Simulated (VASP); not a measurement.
# Zr (P6/mmm) in VASP: single point with r2SCAN

Aim: the single point of Zr with r2SCAN.

Everything below comes from runs of VASP 6.6.1. Logs are shortened: lines on timing, memory, paths and dates and some standing lists are left out, and cuts for length are marked.

## 1. The cell of the first run

The structure is hexagonal, space group P6/mmm (No. 191). The conventional cell has a = 5.040 Å, b = 5.040 Å, c = 3.154 Å, α = 90.00°, β = 90.00°, γ = 120.00°. Zr (site symmetry 6/mmm) has 14 Zr at 3.15 to 3.31 Å within 4.2 Å. Within 3.8 Å of Zr (site symmetry -6m2) lie 11 Zr at 2.91 to 3.31 Å.

This isn't the form of Zr at room conditions, which is hcp.

## 2. Single point, r2SCAN, collinear spin (23.13 Å³/atom)

POSCAR reads:

```
Zr
1.0
    5.0401747941      0.0000000000      0.0000000000
   -2.5200873970      4.3649194112      0.0000000000
    0.0000000000      0.0000000000      3.1544916211
Zr
3
Direct
    0.0000000000      0.0000000000      1.0000000000
    0.3333333333      0.6666666667      0.5000000000
    0.6666666667      0.3333333333      0.5000000000
```

INCAR.step1 reads:

```
PREC = Accurate ; ENCUT = 520
ISMEAR = -1 ; SIGMA = 0.05
LREAL = False ; LASPH = True
NELM = 150 ; ISPIN = 2
MAGMOM = 1 1 1 ; LMAXMIX = 4
NBANDS = 29 ; GGA = PE
ALGO = Normal ; EDIFF = 1E-4
LWAVE = True ; LCHARG = False
```

INCAR.step2 reads:

```
PREC = Accurate ; ENCUT = 520
EDIFF = 1E-6 ; ISMEAR = -1
SIGMA = 0.05 ; LREAL = False
LASPH = True ; NELM = 150
ALGO = Normal ; ISIF = 2
LWAVE = False ; LCHARG = True
ISPIN = 2 ; MAGMOM = 1 1 1
LORBIT = 11 ; LMAXMIX = 4
METAGGA = R2SCAN ; LMIXTAU = True
LELF = True ; LVHAR = True
NBANDS = 29 ; ISTART = 1
```

KPOINTS reads:

```
Automatic mesh
0
Gamma
  8 8 11
```

Potentials or basis: VASP PAW PBE potentials, release 64 (Zr_sv).

Command:

```sh
$ cat potpaw_PBE.64/Zr_sv/POTCAR > POTCAR
$ cp INCAR.step1 INCAR
$ mpirun -np 1 vasp_std > vasp.out
$ cp INCAR.step2 INCAR
$ mpirun -np 1 vasp_std > vasp.out
```

OUTCAR:

```text
PREC = Accurate
   ENCUT = 520
   EDIFF = 1E-6
   ISMEAR = -1
   LREAL = False
   LASPH = True
   NELM = 150
   ISIF = 2
   ISPIN = 2
   LORBIT = 11
   METAGGA = R2SCAN
   ISTART = 1

 ion  position               nearest neighbor table
   1  0.000  0.000  0.000-   2 3.31   3 3.31   2 3.31   3 3.31   2 3.31   2 3.31   3 3.31   3 3.31
                             3 3.31   3 3.31   2 3.31   2 3.31
   2  0.333  0.667  0.500-   3 2.91   3 2.91   3 2.91   1 3.31   1 3.31   1 3.31   1 3.31   1 3.31
                             1 3.31
   3  0.667  0.333  0.500-   2 2.91   2 2.91   2 2.91   1 3.31   1 3.31   1 3.31   1 3.31   1 3.31
                             1 3.31

  LATTYP: Found a hexagonal cell.
 ALAT       =     5.0401747941
 C/A-ratio  =     0.6258694887

  Lattice vectors:

 A1 = (   5.0401747941,   0.0000000000,   0.0000000000)
 A2 = (  -2.5200873970,   4.3649194112,   0.0000000000)
 A3 = (   0.0000000000,   0.0000000000,   3.1544916211)

Analysis of symmetry for initial positions (statically):
=====================================================================
 Subroutine PRICEL returns:
 Original cell was already a primitive cell.

 Routine SETGRP: Setting up the symmetry group for a
 hexagonal supercell.

 Subroutine GETGRP returns: Found 24 space group operations
 (whereof 24 operations were pure point group operations)
 out of a pool of 24 trial point group operations.

The static configuration has the point symmetry D_6h.

Analysis of symmetry for dynamics (positions and initial velocities):
=====================================================================
 Subroutine PRICEL returns:
 Original cell was already a primitive cell.

 Routine SETGRP: Setting up the symmetry group for a
 hexagonal supercell.

 Subroutine GETGRP returns: Found 24 space group operations
 (whereof 24 operations were pure point group operations)
 out of a pool of 24 trial point group operations.

The dynamic configuration has the point symmetry D_6h.

Analysis of structural, dynamic, and magnetic symmetry:
=====================================================================
 Subroutine PRICEL returns:
 Original cell was already a primitive cell.

 Routine SETGRP: Setting up the symmetry group for a
 hexagonal supercell.

 Subroutine GETGRP returns: Found 24 space group operations
 (whereof 24 operations were pure point group operations)
 out of a pool of 24 trial point group operations.

The overall configuration has the point symmetry D_6h.

 Subroutine INISYM returns: Found 24 space group operations
 (whereof 24 operations are pure point group operations),
 and found     1 'primitive' translations
[... 123 lines left out ...]
   LHFCALC =     F    Hartree Fock is set to
   AEXX    =    0.0000 exact exchange contribution
   IVDW    =     0    specifies the selected vdW correction
   LEPSILON=     F    determine dielectric tensor
   LRPA    =     F    only Hartree local field effects (RPA)
 spin polarized calculation
  energy-cutoff  :      520.00
  volume of cell :       69.40
 maximum number of plane-waves:      1887
 NGX is ok and might be reduce to    40
   NGX = 19   NGY = 19   NGZ = 11

 number of electron      36.0000000 magnetization      -0.0000055

 number of electron      36.0000000 magnetization       0.0000034

 Free energy of the ion-electron system (eV)
  ---------------------------------------------------
  ext. energy  EPLUGINS =         0.00000000
  ---------------------------------------------------
  free energy    TOTEN  =       -68.29784107 eV

  energy without entropy =      -68.27542830  energy(sigma->0) =      -68.28663469

 E-fermi :   9.0091     XC(G=0): -11.9875

 val. band max:        8.9536015261   @ k =   0.3750   0.1250   0.0909
 cond. band min:       9.0280578844   @ k =   0.2500   0.1250   0.0909
 fundamental gap:      0.0744563584
 Fermi energy:         9.0091152860

 spin component 1

 k-point     1 :       0.0000    0.0000    0.0000
  band No.  band energies     occupation
      1     -41.6107      1.00000
      2     -41.3442      1.00000
      3     -41.1444      1.00000
      4     -19.0721      1.00000
      5     -19.0721      1.00000
      6     -19.0482      1.00000
[... 757 lines left out ...]
     28      14.3449      0.00000
     29      14.9311      0.00000

 [... further k-points ...]

 spin component 2

 k-point     1 :       0.0000    0.0000    0.0000
  band No.  band energies     occupation
      1     -41.6107      1.00000
      2     -41.3442      1.00000
      3     -41.1444      1.00000
      4     -19.0721      1.00000
      5     -19.0721      1.00000
      6     -19.0482      1.00000
[... 757 lines left out ...]
     28      14.3449      0.00000
     29      14.9311      0.00000

 [... further k-points ...]

------------------------ aborting loop because EDIFF is reached ----------------------------------------

  FORCE on cell =-STRESS in cart. coord.  units (eV):
  Direction    XX          YY          ZZ          XY          YZ          ZX
  --------------------------------------------------------------------------------------
  -------------------------------------------------------------------------------------
  Total        0.0396245      0.0396245     -0.0310998      0.0000000      0.0000000      0.0000000
  in kB        0.9147938      0.9147938     -0.7179869      0.0000000      0.0000000      0.0000000
  external PRESSURE =       0.3705335 kB  Pullay stress =       0.0000000 kB

 VOLUME and BASIS-vectors are now :
 -----------------------------------------------------------------------------
  energy-cutoff  :      520.00
  volume of cell :       69.40
      direct lattice vectors                 reciprocal lattice vectors
     5.040174794  0.000000000  0.000000000     0.198405817  0.114549652  0.000000000
    -2.520087397  4.364919411  0.000000000     0.000000000  0.229099304  0.000000000
     0.000000000  0.000000000  3.154491621     0.000000000  0.000000000  0.317008292

 POSITION                                       TOTAL-FORCE (eV/Angst)
 -----------------------------------------------------------------------------------
      0.00000      0.00000      0.00000        -0.000000      0.000000      0.000000
     -0.00000      2.90995      1.57725        -0.000000      0.000000      0.000000
      2.52009      1.45497      1.57725         0.000000     -0.000000      0.000000
 -----------------------------------------------------------------------------------
    total drift:                                0.000000      0.000000      0.000000

  FREE ENERGIE OF THE ION-ELECTRON SYSTEM (eV)
  ---------------------------------------------------
  free  energy   TOTEN  =       -68.2978410705 eV

  energy  without entropy=      -68.2754283008  energy(sigma->0) =      -68.28663469

 total charge

# of ion       s       p       d       tot
------------------------------------------
    1        2.214   5.989   1.460   9.664
    2        2.223   5.955   1.682   9.859
    3        2.223   5.955   1.682   9.859
--------------------------------------------------
tot          6.660  17.899   4.823  29.382

 magnetization (x)

# of ion       s       p       d       tot
------------------------------------------
    1        0.000   0.000   0.000   0.000
    2       -0.000  -0.000  -0.000  -0.000
    3       -0.000  -0.000  -0.000  -0.000
--------------------------------------------------
tot          0.000   0.000   0.000   0.000
```

OSZICAR.step1:

```text
N       E                     dE             d eps       ncg     rms          rms(c)
DAV:   1     0.346043942163E+03    0.34604E+03   -0.18811E+04  6960   0.123E+03
DAV:   2    -0.169739128840E+01   -0.34774E+03   -0.33805E+03  8035   0.374E+02
DAV:   3    -0.254013910039E+02   -0.23704E+02   -0.23232E+02 12330   0.704E+01
DAV:   4    -0.262463946213E+02   -0.84500E+00   -0.83999E+00  8801   0.137E+01
DAV:   5    -0.262816441377E+02   -0.35250E-01   -0.35225E-01 10288   0.219E+00    0.192E+01
DAV:   6    -0.256959111176E+02    0.58573E+00   -0.16340E+00  8273   0.759E+00    0.763E+00
DAV:   7    -0.255473653668E+02    0.14855E+00   -0.83089E-01  8905   0.471E+00    0.408E+00
DAV:   8    -0.255663683111E+02   -0.19003E-01   -0.95471E-02  9795   0.174E+00    0.132E+00
DAV:   9    -0.255699451879E+02   -0.35769E-02   -0.14780E-02  8935   0.784E-01    0.735E-01
DAV:  10    -0.255730098064E+02   -0.30646E-02   -0.13260E-02  8822   0.809E-01    0.309E-01
DAV:  11    -0.255723168219E+02    0.69298E-03   -0.54749E-03  8569   0.450E-01    0.706E-02
DAV:  12    -0.255723081515E+02    0.86704E-05   -0.22985E-04  6851   0.948E-02
   1 F= -.25572308E+02 E0= -.25560457E+02  d E =-.237017E-01  mag=     0.0019
```

It took 5.2 min on 1 thread of Intel Xeon 6975P-C (Granite Rapids), shared host; peak memory 0.34 GiB.

Results:

```yaml
Free_energy: -68.2978 eV
Pressure: 0.0 GPa
Band_gap_on_the_k_mesh: zero (filled and empty bands overlap)
Net_moment: 0.00 μB per cell
Valence_electrons_inside_the_program's_atomic_spheres: Zr 9.66, 9.86 (each value once)
```

Caveat: the PAW data sets were made with another functional, which shifts forces and pressure a little.

The gap in the log of VASP goes by the Fermi energy; the results here count the filled bands.